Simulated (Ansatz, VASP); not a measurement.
**One calculation of Si2W3, two programs**

```
CELL_PARAMETERS angstrom
3.17524 0.00000 0.00000
0.00000 3.17524 0.00000
0.00000 0.00000 9.03134
ATOMIC_POSITIONS crystal
Si 0.50000 0.00000 0.00000
Si 0.00000 0.50000 0.00000
W 0.00000 0.00000 0.22544
W 0.00000 0.00000 0.77456
W 0.00000 0.00000 0.50000
```

Alike in both runs: task relaxation of cell and atoms; functional PBE; k mesh 12 × 12 × 4; occupations gaussian, width 0.1 eV; no spin polarisation.

|  | VASP | Ansatz |
| --- | --- | --- |
| version | VASP 6.6.1 | Ansatz 0.2.0 |
| potentials or method | VASP PAW PBE potentials, release 64 (Si, W_sv), cutoff 600 eV | scalar-relativistic, plane waves, PAW |
| valence electrons in the cell | 50 | 50 |

```csv
,VASP,Ansatz,Ansatz less VASP
"gap on the k mesh at the Fermi level, each at its own relaxed structure (eV)",none,none,-
relaxed volume (Å³/atom),18.16,18.15,-0.009
relaxed length of the cell vector where the two differ most in proportion (Å),9.093,9.071,-0.0219
```

A gap of «none» marks a metal or a gap that the smearing closes.

Spin-orbit coupling is off throughout.
